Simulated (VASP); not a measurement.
# Ag in VASP: further runs

Runs on Ag. Level: PBE. Tasks: single point.

All numbers are computed with VASP 6.6.1; they aren't measurements. Logs are shortened: lines on timing, memory, paths and dates and some standing lists are left out, and cuts for length are marked.

## (1) The cell of the first run

The structure is trigonal, space group R-3m (No. 166). The conventional cell has a = 2.918 Å, b = 2.918 Å, c = 6.936 Å, α = 90.00°, β = 90.00°, γ = 120.00°. Ag (site symmetry -3m) has 12 Ag at 2.86 to 2.92 Å within 3.8 Å.

## (2) Single point, PBE (equal xy, yz and zx shear strains of -2 %)

Input file INCAR:

```
PREC = Accurate
ENCUT = 520
EDIFF = 1E-7
ISMEAR = -1
SIGMA = 0.05
LREAL = False
LASPH = True
NELM = 80
ALGO = Normal
ISIF = 2
LWAVE = False
LCHARG = True
GGA = PE
LELF = True
LVHAR = True
NBANDS = 12
```

Input file KPOINTS:

```
regular mesh
0
Gamma
  15 15 15
```

Input file POSCAR:

```
Ag
1.0
   -0.0408620000      2.0226690000      2.0226690000
    2.0226690000     -0.0408620000      2.0226690000
    2.0226690000      2.0226690000     -0.0408620000
Ag
1
Direct
    0.0000000000      0.0000000000      0.0000000000
```

Potentials or basis: VASP PAW PBE potentials, release 64 (Ag).

The run is started by

```console
$ cat potpaw_PBE.64/Ag/POTCAR > POTCAR
$ mpirun -np 1 vasp_std > vasp.out
```

OUTCAR:

```text
PREC = Accurate
   ENCUT = 520
   EDIFF = 1E-7
   ISMEAR = -1
   LREAL = False
   LASPH = True
   NELM = 80
   ISIF = 2
   GGA = PE

 ion  position               nearest neighbor table
   1  0.000  0.000  0.000-

  LATTYP: Found a trigonal (rhomboedric) cell.
 ALAT       =     2.8607777736
 COS(alpha) =     0.4797000918

  Lattice vectors:

 A1 = (  -0.0408620000,   2.0226690000,   2.0226690000)
 A2 = (   2.0226690000,  -0.0408620000,   2.0226690000)
 A3 = (   2.0226690000,   2.0226690000,  -0.0408620000)

Analysis of symmetry for initial positions (statically):
=====================================================================
 Subroutine PRICEL returns:
 Original cell was already a primitive cell.

 Routine SETGRP: Setting up the symmetry group for a
 trigonal (rhombohedral) supercell.

 Subroutine GETGRP returns: Found 12 space group operations
 (whereof 12 operations were pure point group operations)
 out of a pool of 12 trial point group operations.

The static configuration has the point symmetry D_3d.

Analysis of symmetry for dynamics (positions and initial velocities):
=====================================================================
 Subroutine PRICEL returns:
 Original cell was already a primitive cell.

 Routine SETGRP: Setting up the symmetry group for a
 trigonal (rhombohedral) supercell.

 Subroutine GETGRP returns: Found 12 space group operations
 (whereof 12 operations were pure point group operations)
 out of a pool of 12 trial point group operations.

The dynamic configuration has the point symmetry D_3d.

 Subroutine INISYM returns: Found 12 space group operations
 (whereof 12 operations are pure point group operations),
 and found     1 'primitive' translations

----------------------------------------------------------------------------------------

                                     Primitive cell

  volume of cell :      17.0517

  direct lattice vectors                    reciprocal lattice vectors
    -0.040862000  2.022669000  2.022669000    -0.239830639  0.244775601  0.244775601
     2.022669000 -0.040862000  2.022669000     0.244775601 -0.239830639  0.244775601
     2.022669000  2.022669000 -0.040862000     0.244775601  0.244775601 -0.239830639

  length of vectors
     2.860777774  2.860777774  2.860777774     0.421128158  0.421128158  0.421128158

  position of ions in fractional coordinates (direct lattice)
     0.000000000  0.000000000  0.000000000
[... 76 lines left out ...]
   EDIFF  = 0.1E-06   stopping-criterion for ELM
   LREAL  =      F    real-space projection
   EDIFFG = 0.1E-05   stopping-criterion for IOM
   NSW    =      0    number of steps for IOM
   IBRION =     -1    ionic relax: 0-MD 1-quasi-New 2-CG
   NFREE  =      0    steps in history (QN), initial steepest desc. (CG)
   ISIF   =      2    stress and relaxation
   ISYM   =      2    0-nonsym 1-usesym 2-fastsym
   POTIM  = 0.5000    time-step for ionic-motion
   TEBEG  =    0.0;   TEEND  =   0.0 temperature during run
   PSTRESS=    0.0 pullay stress
   NELECT =      11.0000    total number of electrons
   NUPDOWN=      -1.0000    fix difference up-down
   EMIN   =  10.00;   EMAX   =-10.00  energy-range for DOS
   EFERMI =   0.00;   METHOD = LEGACY
   ISMEAR =    -1;   SIGMA  =   0.05  broadening in eV -4-tet -1-fermi 0-gaus
   EFERMI_NEDOS =   21; number of points for ismear=-14 and -15
   IALGO  =     38    algorithm
   IMIX   =      4    mixing-type and parameters
     AMIX     =   0.40;   BMIX     =  1.00
     AMIX_MAG =   1.60;   BMIX_MAG =  1.00
  volume/ion in A,a.u.               =      17.05       115.07
  Fermi-wavevector in a.u.,A,eV,Ry     =   1.414544  2.673101 27.224374  2.000935
  Thomas-Fermi vector in A             =   2.536075
   LORBIT       =      0    0 simple, 1 ext, 2 COOP (PROOUT), +10 PAW based schemes
   GGA     = PE    functional components
   LHFCALC =     F    Hartree Fock is set to
   AEXX    =    0.0000 exact exchange contribution
   IVDW    =     0    specifies the selected vdW correction
   LEPSILON=     F    determine dielectric tensor
   LRPA    =     F    only Hartree local field effects (RPA)
 non-spin polarized calculation
  energy-cutoff  :      520.00
  volume of cell :       17.05
 maximum number of plane-waves:       483
 NGX is ok and might be reduce to    24
   NGX = 11   NGY = 11   NGZ = 11

 number of electron      10.9999999 magnetization

 Free energy of the ion-electron system (eV)
  ---------------------------------------------------
  ext. energy  EPLUGINS =         0.00000000
  ---------------------------------------------------
  free energy    TOTEN  =        -2.70298186 eV

  energy without entropy =       -2.70016969  energy(sigma->0) =       -2.70157577

 E-fermi :   8.5495     XC(G=0): -12.2092

 val. band max:        8.5357803253   @ k =   0.4667   0.4667   0.2667
 cond. band min:       8.5547959994   @ k =   0.4667   0.4000   0.0667
 fundamental gap:      0.0190156742
 Fermi energy:         8.5494813248

 k-point     1 :       0.0000    0.0000    0.0000
  band No.  band energies     occupation
      1       0.6615      2.00000
      2       3.5459      2.00000
      3       3.5459      2.00000
      4       3.7490      2.00000
      5       4.6610      2.00000
      6       4.6610      2.00000
      7      24.4169      0.00000
      8      27.6957      0.00000
      9      27.6957      0.00000
     10      28.7632      0.00000
     11      32.7641      0.00000
     12      33.6740      0.00000
[... 331 lines left out ...]
 k-point    24 :       0.2000    0.1333   -0.0000
  band No.  band energies     occupation
      1       1.7917      2.00000
      2       3.2207      2.00000
      3       3.9073      2.00000
      4       4.0810      2.00000
      5       4.4098      2.00000
      6       4.8493      2.00000
      7      23.2592      0.00000
      8      25.1011      0.00000
      9      26.0262      0.00000
     10      26.7982      0.00000
     11      30.6089      0.00000
     12      33.5452      0.00000

 [... further k-points ...]
[... 5 lines left out ...]
  --------------------------------------------------------------------------------------
  -------------------------------------------------------------------------------------
  Total        0.4883855      0.4883855      0.4883855      0.0684993      0.0684993      0.0684993
  in kB       45.8886894     45.8886894     45.8886894      6.4361948      6.4361948      6.4361948
  external PRESSURE =      45.8886894 kB  Pullay stress =       0.0000000 kB

 VOLUME and BASIS-vectors are now :
 -----------------------------------------------------------------------------
  energy-cutoff  :      520.00
  volume of cell :       17.05
      direct lattice vectors                 reciprocal lattice vectors
    -0.040862000  2.022669000  2.022669000    -0.239830639  0.244775601  0.244775601
     2.022669000 -0.040862000  2.022669000     0.244775601 -0.239830639  0.244775601
     2.022669000  2.022669000 -0.040862000     0.244775601  0.244775601 -0.239830639

 POSITION                                       TOTAL-FORCE (eV/Angst)
 -----------------------------------------------------------------------------------
      0.00000      0.00000      0.00000         0.000000      0.000000     -0.000000
 -----------------------------------------------------------------------------------
    total drift:                                0.000000      0.000000     -0.000000

  FREE ENERGIE OF THE ION-ELECTRON SYSTEM (eV)
  ---------------------------------------------------
  free  energy   TOTEN  =        -2.7029818626 eV

  energy  without entropy=       -2.7001696868  energy(sigma->0) =       -2.70157577
```

Run time: 20 s. Hardware: 1 thread of Intel Xeon 6975P-C (Granite Rapids), shared host; peak memory 0.18 GiB.

What came out:

| Item | Value |
| --- | --- |
| Free energy | -2.7030 eV |
| Pressure | 4.6 GPa |

Caveat: the cell differs from its parent crystal (equal xy, yz and zx shear strains of -2 %).

## (3) Single point, PBE (equal xy, yz and zx shear strains of +1 %)

Input file INCAR:

```
ALGO = Normal
EDIFF = 1E-6
ENCUT = 520
GGA = PE
ISIF = 2
ISMEAR = -1
LASPH = True
LCHARG = False
LREAL = False
LWAVE = False
NBANDS = 12
NELM = 80
PREC = Accurate
SIGMA = 0.05
```

Input file KPOINTS:

```
k-points
0
Gamma
  15 15 15
```

Input file POSCAR:

```
Ag
1.0
    0.0204310000      2.0533155000      2.0533155000
    2.0533155000      0.0204310000      2.0533155000
    2.0533155000      2.0533155000      0.0204310000
Ag
1
Direct
    0.0000000000      0.0000000000      0.0000000000
```

Potentials or basis: VASP PAW PBE potentials, release 64 (Ag).

The run is started by

```console
$ cat potpaw_PBE.64/Ag/POTCAR > POTCAR
$ mpirun -np 1 vasp_std > vasp.out
```

Wall time 18 s (1 thread of Intel Xeon 6975P-C (Granite Rapids), shared host); peak memory 0.19 GiB.

The run converged. Its results:

- Free energy: -2.7045 eV
- Pressure: 4.4 GPa

Stress tensor (GPa, compression positive):
```
 4.43 -0.29 -0.29
-0.29  4.43 -0.29
-0.29 -0.29  4.43
```

Levels at points of the mesh, in eV from the Fermi level:
| k point | band 2 | band 3 | band 4 | band 5 | band 6 | band 7 | band 8 | band 9 | band 10 | band 11 |
| --- | --- | --- | --- | --- | --- | --- | --- | --- | --- | --- |
| (0.00, 0.00, 0.00) | -5.01 | -4.92 | -4.92 | -3.91 | -3.91 | 15.87 | 19.14 | 19.64 | 19.64 | 24.23 |

Caveat: the cell differs from its parent crystal (equal xy, yz and zx shear strains of +1 %).

## (4) Single point, PBE (equal xy, yz and zx shear strains of +3 %)

Input file INCAR:

```
SYSTEM = Ag
  ALGO = Normal
  EDIFF = 1E-7
  ENCUT = 520
  GGA = PE
  ISIF = 2
  ISMEAR = -1
  LASPH = .True.
  LCHARG = .False.
  LREAL = .False.
  LWAVE = .False.
  NBANDS = 12
  NELM = 60
  PREC = Accurate
  SIGMA = 0.05
```

Input file KPOINTS:

```
k-points
0
Gamma
  15 15 15
  0 0 0
```

Input file POSCAR:

```
Ag
1.0
    0.0612930000      2.0737465000      2.0737465000
    2.0737465000      0.0612930000      2.0737465000
    2.0737465000      2.0737465000      0.0612930000
Ag
1
Direct
    0.0000000000      0.0000000000      0.0000000000
```

The run is started by

```console
$ cat potpaw_PBE.64/Ag/POTCAR > POTCAR
$ mpirun -np 1 vasp_std > vasp.out
```

Run time: 20 s. Hardware: 1 thread of Intel Xeon 6975P-C (Granite Rapids), shared host; peak memory 0.19 GiB.

Results (log left out):

| Quantity | Value |
| --- | --- |
| Free energy | -2.6995 eV |
| Pressure | 4.8 GPa |

Stress tensor (GPa, compression positive):
```
 4.80 -1.28 -1.28
-1.28  4.80 -1.28
-1.28 -1.28  4.80
```

Levels at points of the mesh, in eV from the Fermi level:
| k point | band 4 | band 5 | band 6 | band 7 | band 8 | band 9 |
| --- | --- | --- | --- | --- | --- | --- |
| (0.00, 0.00, 0.00) | -4.83 | -3.84 | -3.84 | 15.81 | 18.64 | 20.05 |

Caveat: the cell differs from its parent crystal (equal xy, yz and zx shear strains of +3 %).

## (5) Single point, PBE (volume scaled by 0.9405)

Input file INCAR:

```
PREC = Accurate ; ENCUT = 520
EDIFF = 1E-6 ; ISMEAR = -1
SIGMA = 0.05 ; LREAL = False
LASPH = True ; NELM = 60
ALGO = Normal ; ISIF = 2
LWAVE = False ; LCHARG = True
GGA = PE ; LELF = True
LVHAR = True ; NBANDS = 12
```

Input file KPOINTS:

```
regular mesh
0
Gamma
  15 15 15
```

Input file POSCAR:

```
Ag
1.0
    0.0000000000      2.0017471726      2.0017471726
    2.0017471726      0.0000000000      2.0017471726
    2.0017471726      2.0017471726      0.0000000000
Ag
1
Direct
    0.0000000000      0.0000000000      0.0000000000
```

The run is started by

```console
$ cat potpaw_PBE.64/Ag/POTCAR > POTCAR
$ mpirun -np 1 vasp_std > vasp.out
```

It took 9.5 s on 1 thread of Intel Xeon Platinum 8488C (Sapphire Rapids), shared host; peak memory 0.15 GiB.

It converged, with:

| Property | Result |
| --- | --- |
| Free energy | -2.6517 eV |
| Pressure | 12.8 GPa |

Levels at points of the mesh, in eV from the Fermi level:
```csv
k point,band 2,band 3,band 4,band 5,band 6,band 7,band 8,band 9,band 10,band 11
"(0.00, 0.00, 0.00)",-5.22,-5.22,-5.22,-4.07,-4.07,15.96,19.91,19.91,19.91,24.87
```

## (6) Single point, PBE (volume scaled by 0.97)

Input file INCAR:

```
SYSTEM = Ag
ALGO = Normal ; EDIFF = 1E-6
ENCUT = 520 ; GGA = PE
ISIF = 2 ; ISMEAR = -1
LASPH = .True. ; LCHARG = .False.
LREAL = .False. ; LWAVE = .False.
NBANDS = 12 ; NELM = 80
PREC = Accurate ; SIGMA = 0.05
```

Input file KPOINTS:

```
k-points
0
Gamma
  15 15 15
  0 0 0
```

Input file POSCAR:

```
Ag
1.0
    0.0000000000      2.0224612152      2.0224612152
    2.0224612152      0.0000000000      2.0224612152
    2.0224612152      2.0224612152      0.0000000000
Ag
1
Direct
    0.0000000000      0.0000000000      0.0000000000
```

Potentials or basis: VASP PAW PBE potentials, release 64 (Ag).

The run is started by

```console
$ cat potpaw_PBE.64/Ag/POTCAR > POTCAR
$ mpirun -np 1 vasp_std > vasp.out
```

Wall time 10 s (1 thread of Intel Xeon Platinum 8488C (Sapphire Rapids), shared host); peak memory 0.15 GiB.

The run converged. Its results:

```
Free energy : -2.6848 eV
Pressure    : 8.2 GPa
```

Levels at points of the mesh, in eV from the Fermi level:
```csv
k point,band 3,band 4,band 5,band 6,band 7,band 8,band 9,band 10
"(0.00, 0.00, 0.00)",-5.09,-5.09,-4.00,-4.00,15.92,19.68,19.68,19.68
```

## (7) Overview

| cell | gap on the mesh (eV) | pressure (GPa) |
| --- | --- | --- |
| a = 2.861 Å, angles 61.3°, 1 atom | none | 4.6 |
| a = 2.904 Å, angles 59.3°, 1 atom | none | 4.4 |
| a = 2.933 Å, angles 58.0°, 1 atom | none | 4.8 |
| a = 2.831 Å, angles 60.0°, 1 atom | none | 12.8 |
| a = 2.860 Å, angles 60.0°, 1 atom | none | 8.2 |

Alike in all rows: task single point; level PBE; potentials or basis VASP PAW PBE potentials, release 64 (Ag); no spin polarisation; k mesh 15 × 15 × 15; cutoff (eV) 520; smearing fermi-dirac 0.05 eV.

Absolute energies hang on the potentials; compare differences alone.
